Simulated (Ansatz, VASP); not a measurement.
Two plane-wave programs on Si2C3

```
Si C
1.0
     3.76017    0.00000    0.00000
     0.00000    3.76017    0.00000
     0.00000    0.00000    3.75300
Si C
2 3
Direct
  0.00000 0.00000 0.00000
  0.50000 0.50000 0.50000
  0.50000 0.00000 0.50000
  0.00000 0.50000 0.50000
  0.50000 0.50000 0.00000
```

Alike in both runs: functional PBE; k mesh 4 × 4 × 4; occupations gaussian, width 0.2 eV; no spin polarisation.

Ansatz relaxed the structure, and its values are those at the end. VASP's run is a single point on that final structure, the one shown.

|  | VASP | Ansatz |
| --- | --- | --- |
| version | VASP 6.6.1 | Ansatz 0.2.0 |
| potentials or method | VASP PAW PBE potentials, release 64 (Si, C), cutoff 600 eV | scalar-relativistic, plane waves, PAW |
| valence electrons in the cell | 20 | 20 |

```csv
,VASP,Ansatz,Ansatz less VASP
gap on the k mesh at the Fermi level (eV),none,none,-
pressure (GPa),-0.4,-0.2,+0.19
```

A gap of «none» marks a metal or a gap that the smearing closes.

The k mesh is coarse, so the values compare programs but aren't converged.
